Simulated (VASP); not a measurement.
Runs of VASP 6.6.1 on BN. The structure is that of space group P6_3mc (No. 186), or close to it. The cells are those of the table. 

| cell | gap on the mesh (eV) | pressure (GPa) | largest force (eV/Å) |
| --- | --- | --- | --- |
| a = 2.656, b = 2.656, c = 3.889 Å, angles 90.0, 90.0, 120.0°, 4 atoms | 5.28 | -2.7 | 0.90 |
| a = 2.350, b = 2.350, c = 4.565 Å, angles 90.0, 90.0, 120.0°, 4 atoms | 3.47 | 38.0 | 0.24 |
| a = 2.452, b = 2.452, c = 4.227 Å, angles 90.0, 90.0, 120.0°, 4 atoms | 4.66 | 21.6 | 0.16 |
| a = 2.554, b = 2.554, c = 3.889 Å, angles 90.0, 90.0, 120.0°, 4 atoms | 5.12 | 26.3 | 0.78 |
| a = 2.452, b = 2.452, c = 4.565 Å, angles 90.0, 90.0, 120.0°, 4 atoms | 4.49 | -5.1 | (d) |
| a = 2.350, b = 2.350, c = 4.227 Å, angles 90.0, 90.0, 120.0°, 4 atoms | 4.25 | (a) | 0.63 |
| a = 2.350, b = 2.350, c = 4.396 Å, angles 90.0, 90.0, 120.0°, 4 atoms | 4.16 | 52.8 | 0.30 |
| a = 2.554, b = 2.554, c = 4.396 Å, angles 90.0, 90.0, 120.0°, 4 atoms | 4.89 | -25.3 | (b) |
| a = 2.758, b = 2.758, c = 3.889 Å, angles 90.0, 90.0, 120.0°, 4 atoms | 4.63 | -22.3 | (c) |
| a = 2.452, b = 2.452, c = 3.889 Å, angles 90.0, 90.0, 120.0°, 4 atoms | 4.82 | 68.4 | 0.43 |
| a = 2.656, b = 2.656, c = 4.227 Å, angles 90.0, 90.0, 120.0°, 4 atoms | 5.17 | -36.1 | - |
| a = 2.554, b = 2.554, c = 4.565 Å, angles 90.0, 90.0, 120.0°, 4 atoms | 4.81 | -34.2 | 0.58 |

Alike in all rows: task single point; level LDA; potentials or basis VASP PAW LDA potentials, release 64 (B, N); no spin polarisation; k mesh 12 × 12 × 6; cutoff (eV) 520; smearing gaussian 0.05 eV.

Task: Fill in the values left out.

Result: (a) 71.9; (b) 0.18; (c) 0.86; (d) 0.54.

A k mesh can miss the band edges.
